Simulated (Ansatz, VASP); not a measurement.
**Two plane-wave programs on InAs**

```
In As
1.0
     0.00000    3.05459    3.05459
     3.05459    0.00000    3.05459
     3.05459    3.05459    0.00000
In As
1 1
Direct
  0.00000 0.00000 0.00000
  0.25000 0.25000 0.25000
```

Alike in both runs: task single point; functional PBE; k mesh 6 × 6 × 6; occupations gaussian, width 0.2 eV; no spin polarisation.

```csv
,VASP,Ansatz
version,VASP 6.6.1,Ansatz 0.2.0
potentials or method,"VASP PAW PBE potentials, release 64 (In_d, As)",plane waves
plane-wave cutoff (eV),500,420
valence electrons in the cell,18,28
```

|  | VASP | Ansatz | Ansatz less VASP |
| --- | --- | --- | --- |
| pressure (GPa) | 2.1 | 2.1 | -0.06 |

VASP's potentials hold 18 valence electrons a cell and Ansatz's 28, so a difference there can come from the potentials and not from the codes.
